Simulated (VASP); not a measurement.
Runs of VASP 6.6.1 on MgO2. The structure is that of space group R-3m (No. 166), or close to it. The cells are those of the table. 

```tsv
cell	gap on the mesh (eV)	pressure (GPa)	largest force (eV/Å)
a = 3.863 Å, angles 49.1°, 3 atoms	2.85	(b)	0.76
a = 3.849 Å, angles 48.5°, 3 atoms	(a)	5.0	0.55
a = 3.942 Å, angles 47.3°, 3 atoms	2.16	-1.4	0.38
a = 4.023 Å, angles 45.5°, 3 atoms	1.52	-3.3	1.21
```

Alike in all rows: task single point; level PBEsol; potentials or basis VASP PAW PBE potentials, release 64 (Mg_sv, O); no spin polarisation; k mesh 12 × 12 × 12; cutoff (eV) 840; smearing gaussian 0.05 eV.

Fill in the values left out.

(a) 2.82; (b) 1.4.

Caveats: the PAW data sets were made with another functional, which shifts forces and pressure a little; the stress differs along the axes, from -3 to 10 GPa (at least some runs); the stress differs along the axes, from 2 to 12 GPa (at least some runs); the stress differs along the axes, from -5 to 1 GPa (at least some runs); the stress differs along the axes, from -19 to 5 GPa (at least some runs).

A k mesh can miss the band edges.
